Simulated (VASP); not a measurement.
Set up this calculation in VASP 6.6.1, as the native input.

```yaml
Task: single point
Functional: r2SCAN
Dispersion: D3(BJ)
Potentials_or_basis: VASP PAW PBE potentials, release 64 (Si, C)
Cutoff: 520 eV
k_mesh: 2 × 2 × 2
Occupations: fermi-dirac, width 0.02 eV
Spin: no spin polarisation
Dipole_correction: no
Further_INCAR_settings: LREAL = Auto; ALGO = Normal; EDIFF = 1e-07; NBANDS = 48
```

The system is Si9C8 (a cell with a defect).

```
Si C
1.0
     0.00000    4.35399    4.35399
     4.35399    0.00000    4.35399
     4.35399    4.35399    0.00000
Si C
9 8
Direct
  0.13707 0.19217 0.10843
  0.14190 0.11427 0.63828
  0.16065 0.50408 0.16733
  0.12239 0.62547 0.64621
  0.60706 0.13313 0.09595
  0.61446 0.14886 0.62939
  0.62110 0.64459 0.11489
  0.61003 0.60725 0.65031
  0.88800 0.88141 0.33465
  0.99611 0.01365 0.98825
  0.97534 0.98602 0.51829
  0.96799 0.54207 0.98929
  0.97161 0.48404 0.53627
  0.48599 0.01006 0.97683
  0.53300 0.99913 0.48716
  0.50403 0.50791 0.99827
  0.48697 0.51611 0.48846
```

The input as run:

POSCAR

```
Si9C8
1.0
    0.0000000000      4.3539930000      4.3539930000
    4.3539930000      0.0000000000      4.3539930000
    4.3539930000      4.3539930000      0.0000000000
Si C
9 8
Direct
    0.1370695819      0.1921684302      0.1084292051
    0.1419042245      0.1142744143      0.6382761755
    0.1606456418      0.5040775215      0.1673291620
    0.1223933984      0.6254718370      0.6462114202
    0.6070634473      0.1331306688      0.0959464106
    0.6144589576      0.1488633537      0.6293877827
    0.6210965429      0.6445922168      0.1148945347
    0.6100262449      0.6072471867      0.6503111052
    0.8880009683      0.8814093178      0.3346468403
   -0.0038929782      0.0136541331     -0.0117478370
   -0.0246555288     -0.0139756770      0.5182943565
   -0.0320051043      0.5420656395     -0.0107143029
   -0.0283877351      0.4840384447      0.5362663652
    0.4859906757      0.0100597314     -0.0231741300
    0.5330049911     -0.0008727621      0.4871620143
    0.5040315866      0.5079130812     -0.0017340405
    0.4869667912      0.5161124513      0.4884596737
```

INCAR.step1

```
SYSTEM = Si9C8
  ALGO = Normal
  EDIFF = 1E-4
  ENCUT = 520
  GGA = PE
  ISMEAR = -1
  LASPH = .True.
  LCHARG = .False.
  LREAL = Auto
  LWAVE = .True.
  NBANDS = 48
  NELM = 60
  PREC = Accurate
  SIGMA = 0.02
```

INCAR.step2

```
SYSTEM = Si9C8
  ALGO = Normal
  EDIFF = 1E-7
  ENCUT = 520
  ISIF = 2
  ISMEAR = -1
  ISTART = 1
  IVDW = 12
  LASPH = .True.
  LCHARG = .False.
  LMIXTAU = .True.
  LREAL = Auto
  LWAVE = .False.
  METAGGA = R2SCAN
  NBANDS = 48
  NELM = 60
  PREC = Accurate
  SIGMA = 0.02
  VDW_A1 = 0.49484001
  VDW_A2 = 5.73083694
  VDW_S6 = 1.0
  VDW_S8 = 0.78981345
```

KPOINTS

```
k-points
0
Gamma
  2 2 2
  0 0 0
```

Potentials or basis: VASP PAW PBE potentials, release 64 (Si, C).

Command:

```bash
$ cat potpaw_PBE.64/Si/POTCAR potpaw_PBE.64/C/POTCAR > POTCAR
$ cp INCAR.step1 INCAR
$ mpirun -np 1 vasp_std > vasp.out
$ cp INCAR.step2 INCAR
$ mpirun -np 1 vasp_std > vasp.out
```

Results of the run:

| Property | Result |
| --- | --- |
| Pressure | 19.1 GPa |
| Largest force | 3.649 eV/Å |
| Band gap on the k mesh | zero (band 34 reaches 12.68 eV, above the bottom of band 35 at 10.45 eV) |
| Dispersion energy per atom | -0.158 eV |

Caveat: the k points lie up to 0.62 Å⁻¹ apart; the PAW data sets were made with another functional, which shifts forces and pressure a little.

It took 3.3 min on 1 thread of Intel(R) Xeon(R) 6975P-C (Granite Rapids) (shared host), peak memory 0.34 GiB.
